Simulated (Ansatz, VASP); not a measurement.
# Two plane-wave programs on Cs2SnI6

```xyz
9
Lattice="0.0000 5.7774 5.7774 5.7774 0.0000 5.7774 5.7774 5.7774 0.0000" Properties=species:S:1:pos:R:3 pbc="T T T"
Cs    2.8887    2.8887    2.8887
Cs    8.6661    8.6661    8.6661
Sn    0.0000    0.0000    0.0000
I     2.8697    5.7774    5.7774
I     5.7774    2.8697    5.7774
I     8.6852    5.7774    5.7774
I     5.7774    8.6852    5.7774
I     5.7774    5.7774    2.8697
I     5.7774    5.7774    8.6852
```

Alike in both runs: task relaxation of cell and atoms; functional PBEsol; k mesh 6 × 6 × 6; occupations fermi-dirac, width 0.15 eV; no spin polarisation.

|  | VASP | Ansatz |
| --- | --- | --- |
| version | VASP 6.6.1 | Ansatz 0.2.0 |
| potentials or method | VASP PAW PBE potentials, release 64 (Cs_sv, Sn_d, I), cutoff 500 eV | scalar-relativistic, plane waves, PAW |
| valence electrons in the cell | 74 | 134 |

|  | VASP | Ansatz | Ansatz less VASP |
| --- | --- | --- | --- |
| gap on the k mesh at the Fermi level, each at its own relaxed structure (eV) | none | none | - |
| relaxed volume (Å³/atom) | 42.71 | 42.66 | -0.055 |
| relaxed cell length with the largest relative difference (Å) | 8.162 | 8.158 | -0.0035 |

VASP's potentials were made for PBE, not for PBEsol. A gap of «none» marks a metal or a gap that the smearing closes. VASP's potentials hold 74 valence electrons a cell and Ansatz's 134, so a difference there can come from the potentials and not from the codes.

Spin-orbit coupling is off throughout.
